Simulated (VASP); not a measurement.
# Ga2O3 (R-3c) in VASP: further runs, part 3 of 3

VASP 6.6.1. The steps go on from the part before.

## 7. Single point, r2SCAN (strain +3.0%)

The input, POSCAR:

```
Ga2O3
1.0
    2.5670296254      1.4820752452      4.6150580585
   -2.5670296254      1.4820752452      4.6150580585
    0.0000000000     -2.9641504905      4.6150580585
Ga O
4 6
Direct
    0.8554939190      0.8554939190      0.8554939190
    0.6445060810      0.6445060810      0.6445060810
    0.1445060810      0.1445060810      0.1445060810
    0.3554939190      0.3554939190      0.3554939190
    0.7500000000      0.4464897846      0.0535102154
    0.4464897846      0.0535102154      0.7500000000
    0.0535102154      0.7500000000      0.4464897846
    0.2500000000      0.5535102154      0.9464897846
    0.9464897846      0.2500000000      0.5535102154
    0.5535102154      0.9464897846      0.2500000000
```

The input, INCAR.step1:

```
SYSTEM = Ga2O3
PREC     = Accurate       ! precision mode
ENCUT    = 520            ! plane-wave cutoff, eV
ISMEAR   = 0              ! smearing method
SIGMA    = 0.01           ! smearing width, eV
LREAL    = .False.        ! projectors in reciprocal space
LASPH    = .True.         ! aspherical terms in the spheres
NELM     = 100            ! most SCF steps
NBANDS   = 55             ! bands
GGA      = PE             ! functional
ALGO     = Normal         ! electronic algorithm
EDIFF    = 1E-4           ! SCF threshold, eV
LWAVE    = .True.         ! write WAVECAR
LCHARG   = .False.        ! write CHGCAR
```

The input, INCAR.step2:

```
SYSTEM = Ga2O3
PREC     = Accurate       ! precision mode
ENCUT    = 520            ! plane-wave cutoff, eV
EDIFF    = 1E-6           ! SCF threshold, eV
ISMEAR   = 0              ! smearing method
SIGMA    = 0.01           ! smearing width, eV
LREAL    = .False.        ! projectors in reciprocal space
LASPH    = .True.         ! aspherical terms in the spheres
NELM     = 100            ! most SCF steps
ALGO     = Normal         ! electronic algorithm
ISIF     = 2              ! what is computed and relaxed
LWAVE    = .False.        ! write WAVECAR
LCHARG   = .False.        ! write CHGCAR
METAGGA  = R2SCAN         ! meta-GGA
LMIXTAU  = .True.       
NBANDS   = 55             ! bands
ISTART   = 1
```

The input, KPOINTS:

```
regular mesh
0
Gamma
  6 6 6
  0 0 0
```

Potentials or basis: VASP PAW PBE potentials, release 64 (Ga_d, O).

On the command line:

```bash
> cat potpaw_PBE.64/Ga_d/POTCAR potpaw_PBE.64/O/POTCAR > POTCAR
> cp INCAR.step1 INCAR
> mpirun -np 1 vasp_std > vasp.out
> cp INCAR.step2 INCAR
> mpirun -np 1 vasp_std > vasp.out
```

OUTCAR:

```text
SYSTEM = Ga2O3
   PREC = Accurate
   ENCUT = 520
   EDIFF = 1E-6
   ISMEAR = 0
   LREAL = .False.
   LASPH = .True.
   NELM = 100
   ISIF = 2
   METAGGA = R2SCAN
   ISTART = 1

 ion  position               nearest neighbor table
   1  0.855  0.855  0.855-   9 1.98  10 1.98   8 1.98   5 2.14   6 2.14   7 2.14
   2  0.645  0.645  0.645-   8 1.98  10 1.98   9 1.98   7 2.14   6 2.14   5 2.14
   3  0.145  0.145  0.145-   7 1.98   6 1.98   5 1.98   8 2.14  10 2.14   9 2.14
   4  0.355  0.355  0.355-   5 1.98   6 1.98   7 1.98   9 2.14  10 2.14   8 2.14
   5  0.750  0.446  0.054-   4 1.98   3 1.98   1 2.14   2 2.14
   6  0.446  0.054  0.750-   3 1.98   4 1.98   1 2.14   2 2.14
   7  0.054  0.750  0.446-   3 1.98   4 1.98   2 2.14   1 2.14
   8  0.250  0.554  0.946-   2 1.98   1 1.98   3 2.14   4 2.14
   9  0.946  0.250  0.554-   1 1.98   2 1.98   4 2.14   3 2.14
  10  0.554  0.946  0.250-   1 1.98   2 1.98   3 2.14   4 2.14

  LATTYP: Found a trigonal (rhomboedric) cell.
 ALAT       =     5.4849748416
 COS(alpha) =     0.5619310443

  Lattice vectors:

 A1 = (   2.5670296254,   1.4820752452,   4.6150580585)
 A2 = (  -2.5670296254,   1.4820752452,   4.6150580585)
 A3 = (   0.0000000000,  -2.9641504905,   4.6150580585)

Analysis of symmetry for initial positions (statically):
=====================================================================
 Subroutine PRICEL returns:
 Original cell was already a primitive cell.

 Routine SETGRP: Setting up the symmetry group for a
 trigonal (rhombohedral) supercell.

 Subroutine GETGRP returns: Found 12 space group operations
 (whereof  6 operations were pure point group operations)
 out of a pool of 12 trial point group operations.

The static configuration has the point symmetry S_6 .
 The point group associated with its full space group is D_3d.

Analysis of symmetry for dynamics (positions and initial velocities):
=====================================================================
 Subroutine PRICEL returns:
 Original cell was already a primitive cell.

 Routine SETGRP: Setting up the symmetry group for a
 trigonal (rhombohedral) supercell.

 Subroutine GETGRP returns: Found 12 space group operations
 (whereof  6 operations were pure point group operations)
 out of a pool of 12 trial point group operations.

The dynamic configuration has the point symmetry S_6 .
 The point group associated with its full space group is D_3d.

 Subroutine INISYM returns: Found 12 space group operations
 (whereof  6 operations are pure point group operations),
 and found     1 'primitive' translations

----------------------------------------------------------------------------------------

                                     Primitive cell

  volume of cell :     105.3488

  direct lattice vectors                    reciprocal lattice vectors
     2.567029625  1.482075245  4.615058058     0.194777651  0.112454929  0.072227333
    -2.567029625  1.482075245  4.615058058    -0.194777651  0.112454929  0.072227333
     0.000000000 -2.964150490  4.615058058     0.000000000 -0.224909858  0.072227333

  length of vectors
     5.484974842  5.484974842  5.484974842     0.236222844  0.236222844  0.236222844

  position of ions in fractional coordinates (direct lattice)
     0.855493919  0.855493919  0.855493919
[... 77 lines left out ...]
   number of dos      NEDOS =    301   number of ions     NIONS =     10
   total plane-waves  NPLWV =  74088
   dimension x,y,z NGX =    42 NGY =   42 NGZ =   42
   dimension x,y,z NGXF=    84 NGYF=   84 NGZF=   84
   ions per type =               4   6
   NGX,Y,Z   is equivalent  to a cutoff of  12.73, 12.73, 12.73 a.u.
   NGXF,Y,Z  is equivalent  to a cutoff of  25.46, 25.46, 25.46 a.u.
 SYSTEM =  Ga2O3
   PREC   = accura    normal or accurate (medium, high low for compatibility)
   ISTART =      1    job   : 0-new  1-cont  2-samecut
   ICHARG =      0    charge: 1-file 2-atom 10-const
   ISPIN  =      1    spin polarized calculation?
   LNONCOLLINEAR =      F non collinear calculations
   LSORBIT =      F    spin-orbit coupling
   LASPH  =      T    aspherical Exc in radial PAW
   ENCUT  =  520.0 eV  38.22 Ry    6.18 a.u.  10.20 10.20 10.20*2*pi/ulx,y,z
   NELM   =    100;   NELMIN=  2; NELMDL=  0     # of ELM steps
   EDIFF  = 0.1E-05   stopping-criterion for ELM
   LREAL  =      F    real-space projection
   EDIFFG = 0.1E-04   stopping-criterion for IOM
   NSW    =      0    number of steps for IOM
   IBRION =     -1    ionic relax: 0-MD 1-quasi-New 2-CG
   NFREE  =      0    steps in history (QN), initial steepest desc. (CG)
   ISIF   =      2    stress and relaxation
   ISYM   =      2    0-nonsym 1-usesym 2-fastsym
   POTIM  = 0.5000    time-step for ionic-motion
   TEBEG  =    0.0;   TEEND  =   0.0 temperature during run
   PSTRESS=    0.0 pullay stress
   NELECT =      88.0000    total number of electrons
   NUPDOWN=      -1.0000    fix difference up-down
   EMIN   =  10.00;   EMAX   =-10.00  energy-range for DOS
   EFERMI =   0.00;   METHOD = LEGACY
   ISMEAR =     0;   SIGMA  =   0.01  broadening in eV -4-tet -1-fermi 0-gaus
   EFERMI_NEDOS =   21; number of points for ismear=-14 and -15
   IALGO  =     38    algorithm
   IMIX   =      4    mixing-type and parameters
     AMIX     =   0.40;   BMIX     =  1.00
     AMIX_MAG =   1.60;   BMIX_MAG =  1.00
  volume/ion in A,a.u.               =      10.53        71.09
  Fermi-wavevector in a.u.,A,eV,Ry     =   1.541792  2.913565 32.342728  2.377123
  Thomas-Fermi vector in A             =   2.647688
   LORBIT       =      0    0 simple, 1 ext, 2 COOP (PROOUT), +10 PAW based schemes
   METAGGA = R2SCAN    functional components
   LHFCALC =     F    Hartree Fock is set to
   AEXX    =    0.0000 exact exchange contribution
   IVDW    =     0    specifies the selected vdW correction
   LEPSILON=     F    determine dielectric tensor
   LRPA    =     F    only Hartree local field effects (RPA)
 non-spin polarized calculation
 Gauss-broadening in eV      SIGMA  =   0.01
  energy-cutoff  :      520.00
  volume of cell :      105.35
 maximum number of plane-waves:      2864
 NGX is ok and might be reduce to    42
   NGX = 21   NGY = 21   NGZ = 21

 number of electron      88.0000013 magnetization

 Free energy of the ion-electron system (eV)
  ---------------------------------------------------
  ext. energy  EPLUGINS =         0.00000000
  ---------------------------------------------------
  free energy    TOTEN  =      -101.90291089 eV

  energy without entropy =     -101.90291089  energy(sigma->0) =     -101.90291089

 E-fermi :   3.3235     XC(G=0): -12.6123

 val. band max:        3.2208921357   @ k =  -0.1667   0.1667   0.0000
 cond. band min:       5.8089209437   @ k =   0.0000   0.0000   0.0000
 fundamental gap:      2.5880288080
 Fermi energy:         3.3234823527

 k-point     1 :       0.0000    0.0000    0.0000
  band No.  band energies     occupation
      1     -16.0365      2.00000
      2     -14.3650      2.00000
      3     -14.3622      2.00000
      4     -14.3622      2.00000
      5     -14.3426      2.00000
      6     -14.3426      2.00000
[... 1381 lines left out ...]
     54      15.5320      0.00000
     55      15.8067      0.00000

 [... further k-points ...]

------------------------ aborting loop because EDIFF is reached ----------------------------------------

  FORCE on cell =-STRESS in cart. coord.  units (eV):
  Direction    XX          YY          ZZ          XY          YZ          ZX
  --------------------------------------------------------------------------------------
  -------------------------------------------------------------------------------------
  Total      -10.8220454    -10.8220454     -9.7509320      0.0000000      0.0000000      0.0000000
  in kB     -164.5850480   -164.5850480   -148.2952210      0.0000000      0.0000000      0.0000000
  external PRESSURE =    -159.1551057 kB  Pullay stress =       0.0000000 kB

 VOLUME and BASIS-vectors are now :
 -----------------------------------------------------------------------------
  energy-cutoff  :      520.00
  volume of cell :      105.35
      direct lattice vectors                 reciprocal lattice vectors
     2.567029625  1.482075245  4.615058058     0.194777651  0.112454929  0.072227333
    -2.567029625  1.482075245  4.615058058    -0.194777651  0.112454929  0.072227333
     0.000000000 -2.964150490  4.615058058     0.000000000 -0.224909858  0.072227333

 POSITION                                       TOTAL-FORCE (eV/Angst)
 -----------------------------------------------------------------------------------
      0.00000     -0.00000     11.84446        -0.000000      0.000000     -0.019733
      0.00000     -0.00000      8.92330        -0.000000     -0.000000      0.019733
      0.00000     -0.00000      2.00071        -0.000000     -0.000000      0.019733
      0.00000     -0.00000      4.92188        -0.000000      0.000000     -0.019733
      0.77912      1.61468      5.76882        -0.013835      0.023963      0.000000
      1.00879     -1.48208      5.76882         0.027670     -0.000000      0.000000
     -1.78791     -0.13260      5.76882        -0.013835     -0.023963      0.000000
     -0.77912     -1.61468      8.07635         0.013835     -0.023963      0.000000
      1.78791      0.13260      8.07635         0.013835      0.023963      0.000000
     -1.00879      1.48208      8.07635        -0.027670      0.000000     -0.000000
 -----------------------------------------------------------------------------------
    total drift:                               -0.000000     -0.000000      0.000000

  FREE ENERGIE OF THE ION-ELECTRON SYSTEM (eV)
  ---------------------------------------------------
  free  energy   TOTEN  =      -101.9029108919 eV

  energy  without entropy=     -101.9029108919  energy(sigma->0) =     -101.90291089
```

It took 20 min on 1 thread of Oxide Virtual Turin-like, shared host; peak memory 0.33 GiB.

Results:

- Free energy: -101.9029 eV
- Pressure: -15.9 GPa
- Largest force: 0.028 eV/Å
- Band gap on the k mesh: 2.59 eV (least direct gap 2.81 eV)

Forces on the atoms (eV/Å):
```
Ga   0.000  0.000 -0.020
Ga   0.000  0.000  0.020
Ga   0.000  0.000  0.020
Ga   0.000  0.000 -0.020
O   -0.014  0.024  0.000
O    0.028  0.000  0.000
O   -0.014 -0.024  0.000
O    0.014 -0.024  0.000
O    0.014  0.024  0.000
O   -0.028  0.000  0.000
```

Stress tensor (GPa, compression positive):
```
-16.46   0.00   0.00
  0.00 -16.46   0.00
  0.00   0.00 -14.83
```

Levels at points of the mesh, in eV from the valence-band top:
| k point | band 40 | band 41 | band 42 | band 43 | band 44 | band 45 | band 46 | band 47 | band 48 | band 49 |
| --- | --- | --- | --- | --- | --- | --- | --- | --- | --- | --- |
| (0.00, 0.00, 0.00) | -0.32 | -0.32 | -0.29 | -0.22 | -0.22 | 2.59 | 6.62 | 7.00 | 8.86 | 10.22 |
| (0.50, 0.00, 0.00) | -1.13 | -0.88 | -0.88 | -0.14 | -0.14 | 6.27 | 6.27 | 6.69 | 6.69 | 10.12 |
| (0.50, 0.50, 0.00) | -0.92 | -0.79 | -0.69 | -0.26 | -0.15 | 6.36 | 6.61 | 7.53 | 7.57 | 8.95 |
| (0.50, 0.50, 0.50) | -1.36 | -0.28 | -0.28 | -0.28 | -0.28 | 5.72 | 5.72 | 7.81 | 7.81 | 9.67 |

Caveat: the cell differs from its parent crystal (strain +3.0%); the cell stands under tension; the PAW data sets were made with another functional, which shifts forces and pressure a little.

## 8. Overview

| cell | gap on the mesh (eV) | pressure (GPa) | largest force (eV/Å) |
| --- | --- | --- | --- |
| a = 5.219 Å, angles 55.8°, 10 atoms, atomic positions A | 4.24 | 18.8 | 0.05 |
| a = 5.272 Å, angles 55.8°, 10 atoms, atomic positions A | 3.89 | 9.8 | 0.04 |
| a = 5.325 Å, angles 55.8°, 10 atoms, atomic positions B | 3.54 | 1.9 | 0.04 |
| a = 5.378 Å, angles 55.8°, 10 atoms, atomic positions B | 3.21 | -4.9 | 0.04 |
| a = 5.432 Å, angles 55.8°, 10 atoms, atomic positions C | 2.89 | -10.9 | 0.04 |
| a = 5.485 Å, angles 55.8°, 10 atoms, atomic positions D | 2.59 | -15.9 | 0.03 |

Alike in all rows: task single point; level r2SCAN; potentials or basis VASP PAW PBE potentials, release 64 (Ga_d, O); no spin polarisation; k mesh 6 × 6 × 6; cutoff (eV) 520; smearing gaussian 0.01 eV.

Caveats: the PAW data sets were made with another functional, which shifts forces and pressure a little; the cell stands under tension (at least some runs); the cell stands under pressure (at least some runs).

Absolute energies hang on the potentials; compare differences alone.
